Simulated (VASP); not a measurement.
# Pd4Pt (P4/mmm) in VASP: a series of runs, part 2 of 2

VASP 6.6.1.

## Step 3: Single point, PBE

This run uses another cell than the first one, of 24.15 Å³/atom.

Contents of INCAR:

```
PREC = Accurate
ENCUT = 520
EDIFF = 1E-6
ISMEAR = 0
SIGMA = 0.2
LREAL = F
LASPH = T
NELM = 100
ALGO = Fast
ISIF = 2
LWAVE = F
LCHARG = T
GGA = PE
LELF = T
LVHAR = T
NBANDS = 33
```

Contents of KPOINTS:

```
regular mesh
0
Gamma
  4 4 3
```

Contents of POSCAR:

```
Pd4Pt
1.0
    4.8461135713      0.0000000000      0.0000000000
    0.0000000000      4.8461135713      0.0000000000
    0.0000000000      0.0000000000      5.1414593954
Pd Pt
4 1
Direct
    0.0000000000      0.5000000000      0.0000000000
    0.5000000000      0.0000000000      0.0000000000
    0.0000000000      0.5000000000      0.5000000000
    0.5000000000      0.0000000000      0.5000000000
    0.5000000000      0.5000000000      0.0000000000
```

Potentials or basis: VASP PAW PBE potentials, release 64 (Pd, Pt).

The run is started by

```console
$ cat potpaw_PBE.64/Pd/POTCAR potpaw_PBE.64/Pt/POTCAR > POTCAR
$ mpirun -np 1 vasp_std > vasp.out
```

OUTCAR:

```text
PREC = Accurate
   ENCUT = 520
   EDIFF = 1E-6
   ISMEAR = 0
   LREAL = F
   LASPH = T
   NELM = 100
   ISIF = 2
   GGA = PE

 ion  position               nearest neighbor table
   1  0.000  0.500  0.000-   5 2.42   5 2.42   3 2.57   3 2.57   2 3.43   2 3.43   2 3.43   2 3.43

   2  0.500  0.000  0.000-   5 2.42   5 2.42   4 2.57   4 2.57   1 3.43   1 3.43   1 3.43   1 3.43

   3  0.000  0.500  0.500-   1 2.57   1 2.57   4 3.43   4 3.43   4 3.43   4 3.43
   4  0.500  0.000  0.500-   2 2.57   2 2.57   3 3.43   3 3.43   3 3.43   3 3.43
   5  0.500  0.500  0.000-   1 2.42   2 2.42   2 2.42   1 2.42

  LATTYP: Found a simple tetragonal cell.
 ALAT       =     4.8461135713
 C/A-ratio  =     1.0609448829

  Lattice vectors:

 A1 = (   4.8461135713,   0.0000000000,   0.0000000000)
 A2 = (   0.0000000000,   4.8461135713,   0.0000000000)
 A3 = (   0.0000000000,   0.0000000000,   5.1414593954)

Analysis of symmetry for initial positions (statically):
=====================================================================
 Subroutine PRICEL returns:
 Original cell was already a primitive cell.

 Routine SETGRP: Setting up the symmetry group for a
 simple tetragonal supercell.

 Subroutine GETGRP returns: Found 16 space group operations
 (whereof 16 operations were pure point group operations)
 out of a pool of 16 trial point group operations.

The static configuration has the point symmetry D_4h.

Analysis of symmetry for dynamics (positions and initial velocities):
=====================================================================
 Subroutine PRICEL returns:
 Original cell was already a primitive cell.

 Routine SETGRP: Setting up the symmetry group for a
 simple tetragonal supercell.

 Subroutine GETGRP returns: Found 16 space group operations
 (whereof 16 operations were pure point group operations)
 out of a pool of 16 trial point group operations.

The dynamic configuration has the point symmetry D_4h.

 Subroutine INISYM returns: Found 16 space group operations
 (whereof 16 operations are pure point group operations),
 and found     1 'primitive' translations

----------------------------------------------------------------------------------------

                                     Primitive cell

  volume of cell :     120.7462

  direct lattice vectors                    reciprocal lattice vectors
     4.846113571  0.000000000  0.000000000     0.206350921  0.000000000  0.000000000
     0.000000000  4.846113571  0.000000000     0.000000000  0.206350921  0.000000000
     0.000000000  0.000000000  5.141459395     0.000000000  0.000000000  0.194497306

  length of vectors
     4.846113571  4.846113571  5.141459395     0.206350921  0.206350921  0.194497306

  position of ions in fractional coordinates (direct lattice)
     0.000000000  0.500000000  0.000000000
     0.500000000  0.000000000  0.000000000
     0.000000000  0.500000000  0.500000000
     0.500000000  0.000000000  0.500000000
     0.500000000  0.500000000  0.000000000

  ion indices of the primitive-cell ions
[... 30 lines left out ...]

 Found     12 irreducible k-points:

 Following reciprocal coordinates:
            Coordinates               Weight
  0.000000  0.000000  0.000000      1.000000
  0.250000  0.000000  0.000000      4.000000
  0.500000  0.000000  0.000000      2.000000
  0.250000  0.250000  0.000000      4.000000
  0.500000  0.250000  0.000000      4.000000
  0.500000  0.500000  0.000000      1.000000
  0.000000  0.000000  0.333333      2.000000
  0.250000  0.000000  0.333333      8.000000
  0.500000  0.000000  0.333333      4.000000
  0.250000  0.250000  0.333333      8.000000
  0.500000  0.250000  0.333333      8.000000
  0.500000  0.500000  0.333333      2.000000
   k-points           NKPTS =     12   k-points in BZ     NKDIM =     12   number of bands    NBANDS=     33
   number of dos      NEDOS =    301   number of ions     NIONS =      5
   total plane-waves  NPLWV =  51840
   dimension x,y,z NGX =    36 NGY =   36 NGZ =   40
   dimension x,y,z NGXF=    72 NGYF=   72 NGZF=   80
   ions per type =               4   1
   NGX,Y,Z   is equivalent  to a cutoff of  12.35, 12.35, 12.93 a.u.
   NGXF,Y,Z  is equivalent  to a cutoff of  24.70, 24.70, 25.87 a.u.
 SYSTEM =  unknown system
   PREC   = accura    normal or accurate (medium, high low for compatibility)
   ISTART =      0    job   : 0-new  1-cont  2-samecut
   ICHARG =      2    charge: 1-file 2-atom 10-const
   ISPIN  =      1    spin polarized calculation?
   LNONCOLLINEAR =      F non collinear calculations
   LSORBIT =      F    spin-orbit coupling
   LASPH  =      T    aspherical Exc in radial PAW
   ENCUT  =  520.0 eV  38.22 Ry    6.18 a.u.   9.01  9.01  9.56*2*pi/ulx,y,z
   NELM   =    100;   NELMIN=  2; NELMDL= -5     # of ELM steps
   EDIFF  = 0.1E-05   stopping-criterion for ELM
   LREAL  =      F    real-space projection
   EDIFFG = 0.1E-04   stopping-criterion for IOM
   NSW    =      0    number of steps for IOM
   IBRION =     -1    ionic relax: 0-MD 1-quasi-New 2-CG
   NFREE  =      0    steps in history (QN), initial steepest desc. (CG)
   ISIF   =      2    stress and relaxation
   ISYM   =      2    0-nonsym 1-usesym 2-fastsym
   POTIM  = 0.5000    time-step for ionic-motion
   TEBEG  =    0.0;   TEEND  =   0.0 temperature during run
   PSTRESS=    0.0 pullay stress
   NELECT =      50.0000    total number of electrons
   NUPDOWN=      -1.0000    fix difference up-down
   EMIN   =  10.00;   EMAX   =-10.00  energy-range for DOS
   EFERMI =   0.00;   METHOD = LEGACY
   ISMEAR =     0;   SIGMA  =   0.20  broadening in eV -4-tet -1-fermi 0-gaus
   EFERMI_NEDOS =   21; number of points for ismear=-14 and -15
   IALGO  =     68    algorithm
   IMIX   =      4    mixing-type and parameters
     AMIX     =   0.40;   BMIX     =  1.00
     AMIX_MAG =   1.60;   BMIX_MAG =  1.00
  volume/ion in A,a.u.               =      24.15       162.97
  Fermi-wavevector in a.u.,A,eV,Ry     =   1.220226  2.305893 20.258418  1.488952
  Thomas-Fermi vector in A             =   2.355451
   LORBIT       =      0    0 simple, 1 ext, 2 COOP (PROOUT), +10 PAW based schemes
   GGA     = PE    functional components
   LHFCALC =     F    Hartree Fock is set to
   AEXX    =    0.0000 exact exchange contribution
   IVDW    =     0    specifies the selected vdW correction
   LEPSILON=     F    determine dielectric tensor
   LRPA    =     F    only Hartree local field effects (RPA)
 non-spin polarized calculation
 RMM-DIIS sequential band-by-band and
 Gauss-broadening in eV      SIGMA  =   0.20
  energy-cutoff  :      520.00
  volume of cell :      120.75
 maximum number of plane-waves:      3288
   NGX = 19   NGY = 19   NGZ = 19

 number of electron      49.9999993 magnetization

 Free energy of the ion-electron system (eV)
  ---------------------------------------------------
  ext. energy  EPLUGINS =         0.00000000
  ---------------------------------------------------
  free energy    TOTEN  =       -20.57597736 eV

  energy without entropy =      -20.33124889  energy(sigma->0) =      -20.45361313

 E-fermi :   4.0112     XC(G=0): -10.0923

 val. band max:        4.0065697327   @ k =   0.2500   0.0000   0.3333
 cond. band min:       4.0118423857   @ k =   0.0000   0.0000   0.0000
 fundamental gap:      0.0052726530
 Fermi energy:         4.0112077777

 k-point     1 :       0.0000    0.0000    0.0000
  band No.  band energies     occupation
      1      -2.1418      2.00000
      2      -1.6811      2.00000
      3      -0.8789      2.00000
      4      -0.4475      2.00000
      5      -0.3616      2.00000
      6      -0.3616      2.00000
[... 421 lines left out ...]
     32       7.2070      0.00000
     33       8.9149      0.00000

------------------------ aborting loop because EDIFF is reached ----------------------------------------

  FORCE on cell =-STRESS in cart. coord.  units (eV):
  Direction    XX          YY          ZZ          XY          YZ          ZX
  --------------------------------------------------------------------------------------
  -------------------------------------------------------------------------------------
  Total       -0.3025273     -0.3025273     -0.2715158      0.0000000     -0.0000000      0.0000000
  in kB       -4.0142238     -4.0142238     -3.6027331      0.0000000     -0.0000000      0.0000000
  external PRESSURE =      -3.8770602 kB  Pullay stress =       0.0000000 kB

 VOLUME and BASIS-vectors are now :
 -----------------------------------------------------------------------------
  energy-cutoff  :      520.00
  volume of cell :      120.75
      direct lattice vectors                 reciprocal lattice vectors
     4.846113571  0.000000000  0.000000000     0.206350921  0.000000000  0.000000000
     0.000000000  4.846113571  0.000000000     0.000000000  0.206350921  0.000000000
     0.000000000  0.000000000  5.141459395     0.000000000  0.000000000  0.194497306

 POSITION                                       TOTAL-FORCE (eV/Angst)
 -----------------------------------------------------------------------------------
      0.00000      2.42306      0.00000         0.000000      0.000000      0.000000
      2.42306      0.00000      0.00000         0.000000      0.000000      0.000000
      0.00000      2.42306      2.57073         0.000000      0.000000      0.000000
      2.42306      0.00000      2.57073         0.000000      0.000000      0.000000
      2.42306      2.42306      0.00000         0.000000      0.000000      0.000000
 -----------------------------------------------------------------------------------
    total drift:                                0.000000      0.000000     -0.000000

  FREE ENERGIE OF THE ION-ELECTRON SYSTEM (eV)
  ---------------------------------------------------
  free  energy   TOTEN  =       -20.5759773644 eV

  energy  without entropy=      -20.3312488912  energy(sigma->0) =      -20.45361313
```

OSZICAR:

```text
N       E                     dE             d eps       ncg     rms          rms(c)
DAV:   1     0.299457205622E+03    0.29946E+03   -0.24271E+04   792   0.140E+03
DAV:   2    -0.121727791968E+02   -0.31163E+03   -0.29053E+03   894   0.297E+02
DAV:   3    -0.215246067114E+02   -0.93518E+01   -0.90356E+01   893   0.524E+01
DAV:   4    -0.216212119417E+02   -0.96605E-01   -0.96481E-01   899   0.547E+00
DAV:   5    -0.216233054816E+02   -0.20935E-02   -0.20931E-02   873   0.842E-01    0.134E+01
RMM:   6    -0.247700966895E+02   -0.31468E+01   -0.82506E+00   801   0.138E+01    0.214E+01
RMM:   7    -0.208240588904E+02    0.39460E+01   -0.33329E+00   793   0.995E+00    0.762E+00
RMM:   8    -0.207027753111E+02    0.12128E+00   -0.10431E+00   801   0.518E+00    0.519E+00
RMM:   9    -0.205832481987E+02    0.11953E+00   -0.20506E-01   809   0.253E+00    0.225E+00
RMM:  10    -0.205803938643E+02    0.28543E-02   -0.18029E-02   817   0.607E-01    0.637E-01
RMM:  11    -0.205761333079E+02    0.42606E-02   -0.67447E-03   823   0.392E-01    0.220E-01
RMM:  12    -0.205760040559E+02    0.12925E-03   -0.93648E-04   847   0.146E-01    0.910E-02
RMM:  13    -0.205759689961E+02    0.35060E-04   -0.21166E-04   853   0.666E-02    0.238E-02
RMM:  14    -0.205759766236E+02   -0.76275E-05   -0.61061E-05   901   0.307E-02    0.105E-02
RMM:  15    -0.205759773644E+02   -0.74082E-06   -0.87157E-06   680   0.110E-02
   1 F= -.20575977E+02 E0= -.20453613E+02  d E =-.244728E+00
```

Wall time 54 s (1 thread of Intel Xeon 8259CL, shared host); peak memory 0.24 GiB.

What came out:

| Property | Result |
| --- | --- |
| Free energy | -20.5760 eV |
| Pressure | -0.4 GPa |
| Band gap on the k mesh | zero (bands 25 and 26 overlap by 0.64 eV) |

Levels at points of the mesh, in eV from the Fermi level:
```csv
k point,band 23,band 24,band 25,band 26,band 27,band 28
"(0.00, 0.00, 0.00)",0.10,0.10,0.33,1.31,1.68,2.23
"(0.50, 0.00, 0.00)",-0.21,-0.12,-0.12,0.09,0.43,3.70
"(0.50, 0.50, 0.00)",-0.21,-0.10,-0.10,-0.02,0.84,0.84
```

Caveat: the k points lie up to 0.41 Å⁻¹ apart, too coarse for converged energies and pressures of a metal; spin-orbit coupling is left out, which moves the levels of the heavy elements.
